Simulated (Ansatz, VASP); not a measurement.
**SrAg3: VASP beside Ansatz**

INCAR

```
PREC = Accurate
ENCUT = 520
EDIFF = 1E-7
ISMEAR = 0
SIGMA = 0.05
LREAL = F
LASPH = T
NELM = 100
ALGO = Normal
ISIF = 2
LWAVE = F
LCHARG = F
GGA = PE
NBANDS = 30
```

The input KPOINTS:

```
Automatic mesh
0
Gamma
  8 8 8
```

The input POSCAR:

```
SrAg3
1.0
    4.6310178523      0.0000000000      0.0000000000
    0.0000000000      4.6310178523      0.0000000000
    0.0000000000      0.0000000000      4.6310178523
Sr Ag
1 3
Direct
    0.0000000000      0.0000000000      0.0000000000
    0.0000000000      0.5000000000      0.5000000000
    0.5000000000      0.5000000000      0.0000000000
    0.5000000000      0.0000000000      0.5000000000
```

Input for Ansatz:

```yaml
crystal:
  lattice:
    - [4.6310178523, 0.0, 0.0]
    - [0.0, 4.6310178523, 0.0]
    - [0.0, 0.0, 4.6310178523]
  atoms:
    - { symbol: Sr, position: [0.0, 0.0, 0.0] }
    - { symbol: Ag, position: [0.0, 0.5, 0.5] }
    - { symbol: Ag, position: [0.5, 0.5, 0.0] }
    - { symbol: Ag, position: [0.5, 0.0, 0.5] }
basis:
  ecutwfc: 420
  ecutrho_ratio: 4
kpoints:
  mp_grid: { grid: [8, 8, 8] }
hamiltonian:
  xc: pbe
scf:
  occupations: { method: gaussian, width: 0.05 }
output:
  forces: true
  stress: true
  eigenvalues: true
  write_density: true
  write_potential: true
  elf: true
  volumetric_format: npy
```

Alike in both runs: task single point; functional PBE; k mesh 8 × 8 × 8; occupations gaussian, width 0.05 eV; no spin polarisation.

```csv
,VASP,Ansatz
version,VASP 6.6.1,Ansatz 0.2.0
potentials or method,"VASP PAW PBE potentials, release 64 (Sr_sv, Ag), cutoff 520 eV","scalar-relativistic, plane waves, PAW"
valence electrons in the cell,43,67
```

|  | VASP | Ansatz | Ansatz less VASP |
| --- | --- | --- | --- |
| gap on the k mesh at the Fermi level (eV) | none | none | - |
| pressure (GPa) | -1.3 | -1.4 | -0.10 |

A gap of «none» marks a metal or a gap that the smearing closes. VASP's potentials hold 43 valence electrons a cell and Ansatz's 67, so a difference there can come from the potentials and not from the codes.
